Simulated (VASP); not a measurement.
# La (P6_3/mmc) in VASP: further runs, part 3 of 3

VASP 6.6.1.

## (4) Single point, PBE

INCAR

```
ALGO     = Normal         # electronic algorithm
EDIFF    = 1E-6           # SCF threshold, eV
ENCUT    = 520            # plane-wave cutoff, eV
GGA      = PE             # functional
ISIF     = 2              # what is computed and relaxed
ISMEAR   = -1             # smearing method
LASPH    = T              # aspherical terms in the spheres
LCHARG   = F              # write CHGCAR
LREAL    = F              # projectors in reciprocal space
LWAVE    = F              # write WAVECAR
NBANDS   = 18             # bands
NELM     = 80             # most SCF steps
PREC     = Accurate       # precision mode
SIGMA    = 0.1            # smearing width, eV
```

KPOINTS

```
k-points
0
Gamma
  13 13 7
```

POSCAR

```
La
1.0
    3.2949155472      0.0000000000      0.0000000000
   -1.6474577736      2.8534805672      0.0000000000
    0.0000000000      0.0000000000      5.4876392668
La
2
Direct
    0.3333333333      0.6666666667      0.2500000000
    0.6666666667      0.3333333333      0.7500000000
```

Potentials or basis: VASP PAW PBE potentials, release 64 (La).

Run with:

```bash
$ cat potpaw_PBE.64/La/POTCAR > POTCAR
$ mpirun -np 1 vasp_std > vasp.out
```

OUTCAR:

```text
EDIFF = 1E-6
   ENCUT = 520
   GGA = PE
   ISIF = 2
   ISMEAR = -1
   LASPH = T
   LREAL = F
   NELM = 80
   PREC = Accurate

 ion  position               nearest neighbor table
   1  0.333  0.667  0.250-   2 3.34   2 3.34   2 3.34   2 3.34   2 3.34   2 3.34
   2  0.667  0.333  0.750-   1 3.34   1 3.34   1 3.34   1 3.34   1 3.34   1 3.34

  LATTYP: Found a hexagonal cell.
 ALAT       =     3.2949155472
 C/A-ratio  =     1.6654870780

  Lattice vectors:

 A1 = (   3.2949155472,   0.0000000000,   0.0000000000)
 A2 = (  -1.6474577736,   2.8534805672,   0.0000000000)
 A3 = (   0.0000000000,   0.0000000000,   5.4876392668)

Analysis of symmetry for initial positions (statically):
=====================================================================
 Subroutine PRICEL returns:
 Original cell was already a primitive cell.

 Routine SETGRP: Setting up the symmetry group for a
 hexagonal supercell.

 Subroutine GETGRP returns: Found 24 space group operations
 (whereof 12 operations were pure point group operations)
 out of a pool of 24 trial point group operations.

The static configuration has the point symmetry D_3d.
 The point group associated with its full space group is D_6h.

Analysis of symmetry for dynamics (positions and initial velocities):
=====================================================================
 Subroutine PRICEL returns:
 Original cell was already a primitive cell.

 Routine SETGRP: Setting up the symmetry group for a
 hexagonal supercell.

 Subroutine GETGRP returns: Found 24 space group operations
 (whereof 12 operations were pure point group operations)
 out of a pool of 24 trial point group operations.

The dynamic configuration has the point symmetry D_3d.
 The point group associated with its full space group is D_6h.

 Subroutine INISYM returns: Found 24 space group operations
[... 106 lines left out ...]
   TEBEG  =    0.0;   TEEND  =   0.0 temperature during run
   PSTRESS=    0.0 pullay stress
   NELECT =      22.0000    total number of electrons
   NUPDOWN=      -1.0000    fix difference up-down
   EMIN   =  10.00;   EMAX   =-10.00  energy-range for DOS
   EFERMI =   0.00;   METHOD = LEGACY
   ISMEAR =    -1;   SIGMA  =   0.10  broadening in eV -4-tet -1-fermi 0-gaus
   EFERMI_NEDOS =   21; number of points for ismear=-14 and -15
   IALGO  =     38    algorithm
   IMIX   =      4    mixing-type and parameters
     AMIX     =   0.40;   BMIX     =  1.00
     AMIX_MAG =   1.60;   BMIX_MAG =  1.00
  volume/ion in A,a.u.               =      25.80       174.09
  Fermi-wavevector in a.u.,A,eV,Ry     =   1.232199  2.328518 20.657917  1.518314
  Thomas-Fermi vector in A             =   2.366978
   LORBIT       =      0    0 simple, 1 ext, 2 COOP (PROOUT), +10 PAW based schemes
   GGA     = PE    functional components
   LHFCALC =     F    Hartree Fock is set to
   AEXX    =    0.0000 exact exchange contribution
   IVDW    =     0    specifies the selected vdW correction
   LEPSILON=     F    determine dielectric tensor
   LRPA    =     F    only Hartree local field effects (RPA)
 non-spin polarized calculation
  energy-cutoff  :      520.00
  volume of cell :       51.59
 maximum number of plane-waves:      1406
 NGX is ok and might be reduce to    28
   NGX = 13   NGY = 13   NGZ = 21

 number of electron      22.0000000 magnetization

 Free energy of the ion-electron system (eV)
  ---------------------------------------------------
  ext. energy  EPLUGINS =         0.00000000
  ---------------------------------------------------
  free energy    TOTEN  =        -8.87901408 eV

  energy without entropy =       -8.79320847  energy(sigma->0) =       -8.83611128

 E-fermi :  11.9889     XC(G=0): -11.1504

 val. band max:       11.9868057400   @ k =   0.3077   0.1538   0.4286
 cond. band min:      11.9894825738   @ k =   0.1538   0.1538   0.1429
 fundamental gap:      0.0026768338
 Fermi energy:        11.9888779116

 k-point     1 :       0.0000    0.0000    0.0000
  band No.  band energies     occupation
      1     -20.8046      2.00000
      2     -20.1053      2.00000
      3      -6.0890      2.00000
      4      -2.8928      2.00000
      5      -2.8928      2.00000
      6      -2.5846      2.00000
[... 481 lines left out ...]
      5      -3.3209      2.00000
      6      -3.0881      2.00000
[... 10 lines left out ...]
     17      14.2024      0.00000
     18      14.3627      0.00000

 [... further k-points ...]
[... 5 lines left out ...]
  --------------------------------------------------------------------------------------
  -------------------------------------------------------------------------------------
  Total        4.8500768      4.8500768      4.8751398      0.0000000      0.0000000      0.0000000
  in kB      150.6102169    150.6102169    151.3885032      0.0000000      0.0000000      0.0000000
  external PRESSURE =     150.8696456 kB  Pullay stress =       0.0000000 kB

 VOLUME and BASIS-vectors are now :
 -----------------------------------------------------------------------------
  energy-cutoff  :      520.00
  volume of cell :       51.59
      direct lattice vectors                 reciprocal lattice vectors
     3.294915547  0.000000000  0.000000000     0.303497915  0.175224603  0.000000000
    -1.647457774  2.853480567  0.000000000     0.000000000  0.350449206  0.000000000
     0.000000000  0.000000000  5.487639267     0.000000000  0.000000000  0.182227721

 POSITION                                       TOTAL-FORCE (eV/Angst)
 -----------------------------------------------------------------------------------
     -0.00000      1.90232      1.37191         0.000000      0.000000      0.000000
      1.64746      0.95116      4.11573        -0.000000      0.000000      0.000000
 -----------------------------------------------------------------------------------
    total drift:                               -0.000000      0.000000     -0.000000

  FREE ENERGIE OF THE ION-ELECTRON SYSTEM (eV)
  ---------------------------------------------------
  free  energy   TOTEN  =        -8.8790140769 eV

  energy  without entropy=       -8.7932084748  energy(sigma->0) =       -8.83611128
```

stdout:

```text
POSCAR found type information on POSCAR La
 POSCAR found :  1 types and       2 ions
 scaLAPACK will be used
 LDA part: xc-table for (Slater+PW92), standard interpolation
 POSCAR, INCAR and KPOINTS ok, starting setup
 FFT: planning ... GRIDC
 FFT: planning ... GRID_SOFT
 FFT: planning ... GRID
 WAVECAR not read
 entering main loop
```

It took 1.8 min on 1 thread of Intel Xeon Platinum 8259CL at 2.50GHz (Skylake/Cascade Lake), shared host; peak memory 0.23 GiB.

Results:

- Free energy: -8.8790 eV
- Pressure: 15.1 GPa
- Band gap on the k mesh: zero (band 11 reaches 12.87 eV, above the bottom of band 12 at 11.08 eV)

Levels at points of the mesh, in eV from the Fermi level:
```csv
k point,band 7,band 8,band 9,band 10,band 11,band 12,band 13,band 14,band 15,band 16
"(0.00, 0.00, 0.00)",-14.46,-14.46,-2.31,-2.06,0.88,1.53,1.53,1.79,1.95,2.16
```

Caveat: spin-orbit coupling is left out, which moves the levels of the heavy elements.

## (5) Single point, PBE

INCAR

```
SYSTEM = La
ALGO = Normal
EDIFF = 1E-6
ENCUT = 520
GGA = PE
ISIF = 2
ISMEAR = -1
LASPH = .TRUE.
LCHARG = .FALSE.
LREAL = .FALSE.
LWAVE = .FALSE.
NBANDS = 18
NELM = 80
PREC = Accurate
SIGMA = 0.1
```

KPOINTS

```
k-points
0
G
  13 13 7
  0 0 0
```

POSCAR

```
La
1.0
    3.2959223219      0.0000000000      0.0000000000
   -1.6479611610      2.8543524597      0.0000000000
    0.0000000000      0.0000000000      5.4891450049
La
2
Direct
    0.3333333333      0.6666666667      0.2500000000
    0.6666666667      0.3333333333      0.7500000000
```

Potentials or basis: VASP PAW PBE potentials, release 64 (La).

Run with:

```bash
$ cat potpaw_PBE.64/La/POTCAR > POTCAR
$ mpirun -np 1 vasp_std > vasp.out
```

OUTCAR:

```text
SYSTEM = La
   EDIFF = 1E-6
   ENCUT = 520
   GGA = PE
   ISIF = 2
   ISMEAR = -1
   LASPH = .TRUE.
   LREAL = .FALSE.
   NELM = 80
   PREC = Accurate

 ion  position               nearest neighbor table
   1  0.333  0.667  0.250-   2 3.34   2 3.34   2 3.34   2 3.34   2 3.34   2 3.34
   2  0.667  0.333  0.750-   1 3.34   1 3.34   1 3.34   1 3.34   1 3.34   1 3.34

  LATTYP: Found a hexagonal cell.
 ALAT       =     3.2959223219
 C/A-ratio  =     1.6654351859

  Lattice vectors:

 A1 = (   3.2959223219,   0.0000000000,   0.0000000000)
 A2 = (  -1.6479611610,   2.8543524597,   0.0000000000)
 A3 = (   0.0000000000,   0.0000000000,   5.4891450049)

Analysis of symmetry for initial positions (statically):
=====================================================================
 Subroutine PRICEL returns:
 Original cell was already a primitive cell.

 Routine SETGRP: Setting up the symmetry group for a
 hexagonal supercell.

 Subroutine GETGRP returns: Found 24 space group operations
 (whereof 12 operations were pure point group operations)
 out of a pool of 24 trial point group operations.

[... 156 lines left out ...]
 Free energy of the ion-electron system (eV)
  ---------------------------------------------------
  ext. energy  EPLUGINS =         0.00000000
  ---------------------------------------------------
  free energy    TOTEN  =        -8.88331797 eV

  energy without entropy =       -8.79746520  energy(sigma->0) =       -8.84039159

 E-fermi :  11.9771     XC(G=0): -11.1462

 val. band max:       11.9756437918   @ k =   0.3077   0.1538   0.4286
 cond. band min:      11.9776015431   @ k =   0.1538   0.1538   0.1429
 fundamental gap:      0.0019577513
 Fermi energy:        11.9771202687

 k-point     1 :       0.0000    0.0000    0.0000
  band No.  band energies     occupation
      1     -20.8151      2.00000
      2     -20.1178      2.00000
      3      -6.0970      2.00000
      4      -2.9076      2.00000
      5      -2.9076      2.00000
      6      -2.5999      2.00000
[... 481 lines left out ...]
      5      -3.3347      2.00000
      6      -3.1025      2.00000
[... 10 lines left out ...]
     17      14.1902      0.00000
     18      14.3749      0.00000

 [... further k-points ...]
[... 5 lines left out ...]
  --------------------------------------------------------------------------------------
  -------------------------------------------------------------------------------------
  Total        4.8360334      4.8360334      4.8610499     -0.0000000      0.0000000      0.0000000
  in kB      150.0412266    150.0412266    150.8173806     -0.0000000      0.0000000      0.0000000
  external PRESSURE =     150.2999446 kB  Pullay stress =       0.0000000 kB

 VOLUME and BASIS-vectors are now :
 -----------------------------------------------------------------------------
  energy-cutoff  :      520.00
  volume of cell :       51.64
      direct lattice vectors                 reciprocal lattice vectors
     3.295922322  0.000000000  0.000000000     0.303405209  0.175171079  0.000000000
    -1.647961161  2.854352460  0.000000000     0.000000000  0.350342158  0.000000000
     0.000000000  0.000000000  5.489145005     0.000000000  0.000000000  0.182177734

 POSITION                                       TOTAL-FORCE (eV/Angst)
 -----------------------------------------------------------------------------------
     -0.00000      1.90290      1.37229        -0.000000      0.000000      0.000000
      1.64796      0.95145      4.11686         0.000000      0.000000      0.000000
 -----------------------------------------------------------------------------------
    total drift:                               -0.000000      0.000000     -0.000000

  FREE ENERGIE OF THE ION-ELECTRON SYSTEM (eV)
  ---------------------------------------------------
  free  energy   TOTEN  =        -8.8833179725 eV

  energy  without entropy=       -8.7974651987  energy(sigma->0) =       -8.84039159
```

stdout:

```text
POSCAR found type information on POSCAR La
 POSCAR found :  1 types and       2 ions
 scaLAPACK will be used
 LDA part: xc-table for (Slater+PW92), standard interpolation
 POSCAR, INCAR and KPOINTS ok, starting setup
 FFT: planning ... GRIDC
 FFT: planning ... GRID_SOFT
 FFT: planning ... GRID
 WAVECAR not read
 entering main loop
```

Run time: 1.8 min. Hardware: 1 thread of Intel Xeon Platinum 8259CL at 2.50GHz (Skylake/Cascade Lake), shared host; peak memory 0.23 GiB.

Results:

* Free energy: -8.8833 eV
* Pressure: 15.0 GPa
* Band gap on the k mesh: zero (band 11 reaches 12.86 eV, above the bottom of band 12 at 11.07 eV)

Levels at points of the mesh, in eV from the Fermi level:
| k point | band 9 | band 10 | band 11 | band 12 | band 13 | band 14 |
| --- | --- | --- | --- | --- | --- | --- |
| (0.00, 0.00, 0.00) | -2.31 | -2.06 | 0.88 | 1.53 | 1.53 | 1.79 |

Caveat: spin-orbit coupling is left out, which moves the levels of the heavy elements.
